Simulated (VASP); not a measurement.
# C (Fd-3m) in VASP: a series of runs

C is run at these levels: PBEsol; tasks: single point.

All numbers are computed with VASP 6.6.1; they aren't measurements. Logs are shortened: lines on timing, memory, paths and dates and some standing lists are left out, and cuts for length are marked.

**1. The cell of the first run**

Symmetry: Fd-3m, No. 227, cubic system. Conventional cell: a = 3.590 Å, b = 3.590 Å, c = 3.590 Å, α = 90.00°, β = 90.00°, γ = 90.00°. C (site symmetry -43m) has 4 C at 1.55 Å within 2.1 Å.

**2. Single point, PBEsol**

Input file INCAR:

```
PREC     = Accurate       # precision mode
ENCUT    = 520            # plane-wave cutoff, eV
EDIFF    = 1E-6           # SCF threshold, eV
ISMEAR   = -1             # smearing method
SIGMA    = 0.05           # smearing width, eV
LREAL    = F              # projectors in reciprocal space
LASPH    = T              # aspherical terms in the spheres
NELM     = 80             # most SCF steps
ALGO     = Normal         # electronic algorithm
ISIF     = 2              # what is computed and relaxed
LWAVE    = F              # write WAVECAR
LCHARG   = F              # write CHGCAR
GGA      = PS             # functional
NBANDS   = 11             # bands
```

Input file KPOINTS:

```
regular mesh
0
Gamma
  13 13 13
```

Input file POSCAR:

```
C
1.0
    0.0000000000      1.7951807415      1.7951807415
    1.7951807415      0.0000000000      1.7951807415
    1.7951807415      1.7951807415      0.0000000000
C
2
Direct
    0.7500000000      0.7500000000      0.7500000000
    0.5000000000      0.5000000000      0.5000000000
```

Potentials or basis: VASP PAW PBE potentials, release 64 (C).

Launch:

```
$ cat potpaw_PBE.64/C/POTCAR > POTCAR
$ mpirun -np 1 vasp_std > vasp.out
```

OUTCAR:

```text
PREC = Accurate
   ENCUT = 520
   EDIFF = 1E-6
   ISMEAR = -1
   LREAL = F
   LASPH = T
   NELM = 80
   ISIF = 2
   GGA = PS

 ion  position               nearest neighbor table
   1  0.750  0.750  0.750-   2 1.55   2 1.55   2 1.55   2 1.55
   2  0.500  0.500  0.500-   1 1.55   1 1.55   1 1.55   1 1.55

  LATTYP: Found a face centered cubic cell.
 ALAT       =     3.5903614830

  Lattice vectors:

 A1 = (   0.0000000000,   1.7951807415,   1.7951807415)
 A2 = (   1.7951807415,   0.0000000000,   1.7951807415)
 A3 = (   1.7951807415,   1.7951807415,   0.0000000000)

Analysis of symmetry for initial positions (statically):
=====================================================================
 Subroutine PRICEL returns:
 Original cell was already a primitive cell.

 Routine SETGRP: Setting up the symmetry group for a
 face centered cubic supercell.

 Subroutine GETGRP returns: Found 48 space group operations
 (whereof 24 operations were pure point group operations)
 out of a pool of 48 trial point group operations.

The static configuration has the point symmetry T_d .
 The point group associated with its full space group is O_h .

Analysis of symmetry for dynamics (positions and initial velocities):
=====================================================================
 Subroutine PRICEL returns:
 Original cell was already a primitive cell.

 Routine SETGRP: Setting up the symmetry group for a
 face centered cubic supercell.

 Subroutine GETGRP returns: Found 48 space group operations
 (whereof 24 operations were pure point group operations)
 out of a pool of 48 trial point group operations.

The dynamic configuration has the point symmetry T_d .
 The point group associated with its full space group is O_h .

 Subroutine INISYM returns: Found 48 space group operations
 (whereof 24 operations are pure point group operations),
 and found     1 'primitive' translations

----------------------------------------------------------------------------------------

                                     Primitive cell

  volume of cell :      11.5706

  direct lattice vectors                    reciprocal lattice vectors
     0.000000000  1.795180742  1.795180742    -0.278523487  0.278523487  0.278523487
     1.795180742  0.000000000  1.795180742     0.278523487 -0.278523487  0.278523487
     1.795180742  1.795180742  0.000000000     0.278523487  0.278523487 -0.278523487

[... 83 lines left out ...]
   EDIFF  = 0.1E-05   stopping-criterion for ELM
   LREAL  =      F    real-space projection
   EDIFFG = 0.1E-04   stopping-criterion for IOM
   NSW    =      0    number of steps for IOM
   IBRION =     -1    ionic relax: 0-MD 1-quasi-New 2-CG
   NFREE  =      0    steps in history (QN), initial steepest desc. (CG)
   ISIF   =      2    stress and relaxation
   ISYM   =      2    0-nonsym 1-usesym 2-fastsym
   POTIM  = 0.5000    time-step for ionic-motion
   TEBEG  =    0.0;   TEEND  =   0.0 temperature during run
   PSTRESS=    0.0 pullay stress
   NELECT =       8.0000    total number of electrons
   NUPDOWN=      -1.0000    fix difference up-down
   EMIN   =  10.00;   EMAX   =-10.00  energy-range for DOS
   EFERMI =   0.00;   METHOD = LEGACY
   ISMEAR =    -1;   SIGMA  =   0.05  broadening in eV -4-tet -1-fermi 0-gaus
   EFERMI_NEDOS =   21; number of points for ismear=-14 and -15
   IALGO  =     38    algorithm
   IMIX   =      4    mixing-type and parameters
     AMIX     =   0.40;   BMIX     =  1.00
     AMIX_MAG =   1.60;   BMIX_MAG =  1.00
  volume/ion in A,a.u.               =       5.79        39.04
  Fermi-wavevector in a.u.,A,eV,Ry     =   1.447616  2.735597 28.512253  2.095592
  Thomas-Fermi vector in A             =   2.565550
   LORBIT       =      0    0 simple, 1 ext, 2 COOP (PROOUT), +10 PAW based schemes
   GGA     = PS    functional components
   LHFCALC =     F    Hartree Fock is set to
   AEXX    =    0.0000 exact exchange contribution
   IVDW    =     0    specifies the selected vdW correction
   LEPSILON=     F    determine dielectric tensor
   LRPA    =     F    only Hartree local field effects (RPA)
 non-spin polarized calculation
  energy-cutoff  :      520.00
  volume of cell :       11.57
 maximum number of plane-waves:       331
   NGX =  9   NGY =  9   NGZ =  9

 number of electron       8.0000000 magnetization

 Free energy of the ion-electron system (eV)
  ---------------------------------------------------
  ext. energy  EPLUGINS =         0.00000000
  ---------------------------------------------------
  free energy    TOTEN  =       -19.23785971 eV

  energy without entropy =      -19.23785971  energy(sigma->0) =      -19.23785971

 E-fermi :  10.3960     XC(G=0): -13.3354

 val. band max:        9.4251270976   @ k =   0.0000   0.0000   0.0000
 cond. band min:      13.3938542809   @ k =   0.3846   0.3846   0.0000
 fundamental gap:      3.9687271832
 Fermi energy:        10.3959552338

 k-point     1 :       0.0000    0.0000    0.0000
  band No.  band energies     occupation
      1     -11.8324      2.00000
      2       9.4251      2.00000
      3       9.4251      2.00000
      4       9.4251      2.00000
      5      14.9101      0.00000
      6      14.9101      0.00000
      7      14.9101      0.00000
      8      22.3458      0.00000
      9      28.1293      0.00000
     10      35.6740      0.00000
     11      35.6740      0.00000
[... 309 lines left out ...]
 k-point    24 :       0.4615    0.1538    0.0000
  band No.  band energies     occupation
      1      -6.8715      2.00000
      2      -1.7047      2.00000
      3       5.0391      2.00000
      4       5.5741      2.00000
      5      16.3241      0.00000
      6      19.8188      0.00000
      7      20.0529      0.00000
      8      23.0228      0.00000
      9      29.5616      0.00000
     10      32.2188      0.00000
     11      36.0448      0.00000

 [... further k-points ...]
[... 5 lines left out ...]
  --------------------------------------------------------------------------------------
  -------------------------------------------------------------------------------------
  Total       -0.8740955     -0.8740955     -0.8740955      0.0000000      0.0000000     -0.0000000
  in kB     -121.0361062   -121.0361062   -121.0361062      0.0000000      0.0000000     -0.0000000
  external PRESSURE =    -121.0361062 kB  Pullay stress =       0.0000000 kB

 VOLUME and BASIS-vectors are now :
 -----------------------------------------------------------------------------
  energy-cutoff  :      520.00
  volume of cell :       11.57
      direct lattice vectors                 reciprocal lattice vectors
     0.000000000  1.795180742  1.795180742    -0.278523487  0.278523487  0.278523487
     1.795180742  0.000000000  1.795180742     0.278523487 -0.278523487  0.278523487
     1.795180742  1.795180742  0.000000000     0.278523487  0.278523487 -0.278523487

 POSITION                                       TOTAL-FORCE (eV/Angst)
 -----------------------------------------------------------------------------------
      2.69277      2.69277      2.69277        -0.000000      0.000000     -0.000000
      1.79518      1.79518      1.79518         0.000000     -0.000000      0.000000
 -----------------------------------------------------------------------------------
    total drift:                                0.000000     -0.000000      0.000000

  FREE ENERGIE OF THE ION-ELECTRON SYSTEM (eV)
  ---------------------------------------------------
  free  energy   TOTEN  =       -19.2378597143 eV

  energy  without entropy=      -19.2378597143  energy(sigma->0) =      -19.23785971
```

stdout:

```text
POSCAR found type information on POSCAR C
 POSCAR found :  1 types and       2 ions
 scaLAPACK will be used
 -----------------------------------------------------------------------------
|                                                                             |
|                                                                             |
|     You enforced a specific xc type in the INCAR file but a different       |
|     I HOPE YOU KNOW WHAT YOU ARE DOING!                                     |
|                                                                             |
 -----------------------------------------------------------------------------

 LDA part: xc-table for (Slater+PW92), standard interpolation
 POSCAR, INCAR and KPOINTS ok, starting setup
 FFT: planning ... GRIDC
 FFT: planning ... GRID_SOFT
 FFT: planning ... GRID
 WAVECAR not read
 entering main loop
```

Run time: 9.1 s. Hardware: 1 thread of AMD EPYC 7R43 (Zen 3), shared host; peak memory 0.08 GiB.

Results:

```yaml
Free_energy: -19.2379 eV
Pressure: -12.1 GPa
Band_gap_on_the_k_mesh: 3.97 eV, indirect (least direct gap 5.49 eV)
```

Caveat: the PAW data sets were made with another functional, which shifts forces and pressure a little. A hybrid or GW would open this gap; PBEsol tends to underestimate it.

**3. Single point, PBEsol**

This run uses another cell than the first one, of 5.90 Å³/atom, 1.020 times its volume.

Input file INCAR:

```
SYSTEM = C
ALGO = Normal
EDIFF = 1E-7
ENCUT = 520
GGA = PS
ISIF = 2
ISMEAR = -1
LASPH = .True.
LCHARG = .False.
LREAL = .False.
LWAVE = .False.
NBANDS = 11
NELM = 60
PREC = Accurate
SIGMA = 0.05
```

Input file KPOINTS:

```
k-points
0
Gamma
  13 13 13
  0 0 0
```

Input file POSCAR:

```
C
1.0
    0.0000000000      1.8068380860      1.8068380860
    1.8068380860      0.0000000000      1.8068380860
    1.8068380860      1.8068380860      0.0000000000
C
2
Direct
    0.7500000000      0.7500000000      0.7500000000
    0.5000000000      0.5000000000      0.5000000000
```

Potentials or basis: VASP PAW PBE potentials, release 64 (C).

Launch:

```
$ cat potpaw_PBE.64/C/POTCAR > POTCAR
$ mpirun -np 1 vasp_std > vasp.out
```

Run time: 11 s. Hardware: 1 thread of AMD EPYC 7R43 (Zen 3), shared host; peak memory 0.09 GiB.

Results (log left out):

```
Free energy            : -19.2156 eV
Pressure               : -19.7 GPa
Band gap on the k mesh : 3.93 eV, indirect (least direct gap 5.43 eV)
```

Levels at points of the mesh, in eV from the valence-band top:
| k point | band 2 | band 3 | band 4 | band 5 | band 6 | band 7 |
| --- | --- | --- | --- | --- | --- | --- |
| (0.00, 0.00, 0.00) | 0.00 | 0.00 | 0.00 | 5.43 | 5.43 | 5.43 |

Caveat: the PAW data sets were made with another functional, which shifts forces and pressure a little.

**4. Single point, PBEsol**

This run uses another cell than the first one, of 6.01 Å³/atom, 1.039 times its volume.

Input file INCAR:

```
SYSTEM = C
ALGO = Normal
EDIFF = 1E-7
ENCUT = 520
GGA = PS
ISIF = 2
ISMEAR = -1
LASPH = .TRUE.
LCHARG = .FALSE.
LREAL = .FALSE.
LWAVE = .FALSE.
NBANDS = 11
NELM = 60
PREC = Accurate
SIGMA = 0.05
```

Input file KPOINTS:

```
k-points
0
G
  13 13 13
  0 0 0
```

Input file POSCAR:

```
C
1.0
    0.0000000000      1.8183469191      1.8183469191
    1.8183469191      0.0000000000      1.8183469191
    1.8183469191      1.8183469191      0.0000000000
C
2
Direct
    0.7500000000      0.7500000000      0.7500000000
    0.5000000000      0.5000000000      0.5000000000
```

Launch:

```
$ cat potpaw_PBE.64/C/POTCAR > POTCAR
$ mpirun -np 1 vasp_std > vasp.out
```

Run time: 10 s. Hardware: 1 thread of AMD EPYC 7R43 (Zen 3), shared host; peak memory 0.08 GiB.

It converged, with:

| Item | Value |
| --- | --- |
| Free energy | -19.1830 eV |
| Pressure | -26.6 GPa |
| Band gap on the k mesh | 3.89 eV, indirect (least direct gap 5.38 eV) |

Levels at points of the mesh, in eV from the valence-band top:
```csv
k point,band 1,band 2,band 3,band 4,band 5,band 6,band 7,band 8,band 9
"(0.00, 0.00, 0.00)",-20.75,0.00,0.00,0.00,5.38,5.38,5.38,12.07,18.22
```

Caveat: the PAW data sets were made with another functional, which shifts forces and pressure a little. Expect the measured gap to be larger: semilocal functionals such as PBEsol lack the derivative discontinuity.

**5. The runs side by side**

| cell | gap on the mesh (eV) | pressure (GPa) |
| --- | --- | --- |
| a = 2.539 Å, angles 60.0°, 2 atoms | 3.97 | -12.1 |
| a = 2.555 Å, angles 60.0°, 2 atoms | 3.93 | -19.7 |
| a = 2.572 Å, angles 60.0°, 2 atoms | 3.89 | -26.6 |

Alike in all rows: task single point; level PBEsol; potentials or basis VASP PAW PBE potentials, release 64 (C); no spin polarisation; k mesh 13 × 13 × 13; cutoff (eV) 520; smearing fermi-dirac 0.05 eV.

Caveats: the PAW data sets were made with another functional, which shifts forces and pressure a little.

Total energies depend on the potentials used, so only differences within one code and one set of settings carry meaning.
